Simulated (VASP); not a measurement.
A run of VASP 6.6.1:

Contents of INCAR:

```
SYSTEM = Be12Ga
ALGO = Normal
EDIFF = 1E-6
ENCUT = 520
GGA = PE
ISIF = 2
ISMEAR = 0
LASPH = .TRUE.
LCHARG = .TRUE.
LELF = .TRUE.
LREAL = .FALSE.
LVHAR = .TRUE.
LWAVE = .FALSE.
NBANDS = 30
NELM = 100
PREC = Accurate
SIGMA = 0.05
```

The input KPOINTS:

```
k-points
0
G
  6 6 1
  0 0 0
```

Contents of POSCAR:

```
Be12Ga
1.0
    4.5800000000      0.0000000000      0.0000000000
    2.2900000000      3.9663960000      0.0000000000
    0.0000000000      0.0000000000     15.5884300000
Be Ga
12 1
Direct
    0.0000000000      0.0000000000      0.0641501000
    0.5000000000      0.0000000000      0.0641501000
    0.0000000000      0.5000000000      0.0641501000
    0.5000000000      0.5000000000      0.0641501000
   -0.1659091276      0.3317041232      0.1821040459
    0.3330813488      0.3339988403      0.1798473592
   -0.1648766331      0.8342660570      0.1818157507
    0.3307846183      0.8341240810      0.1818454766
   -0.0002887183      0.0007782115      0.3025097320
    0.5010641011     -0.0019724153      0.2962510421
   -0.0012204219      0.5010137909      0.2978350261
    0.5002144011      0.5008737662      0.2980913300
    0.3462389406      0.2989525021      0.4412972504
```

Potentials or basis: VASP PAW PBE potentials, release 64 (Be, Ga_d).

The run is started by

```sh
$ cat potpaw_PBE.64/Be/POTCAR potpaw_PBE.64/Ga_d/POTCAR > POTCAR
$ mpirun -np 1 vasp_std > vasp.out
```

Hardware: 1 thread of Oxide Virtual Turin-like Processor, with other jobs on the host.

Q: Estimate the wall time of this run.

A: Run time: 4.7 min on 1 thread of Oxide Virtual Turin-like Processor, on a shared host, peak memory 0.42 GiB. Counts: scf iterations 19, k points 20.
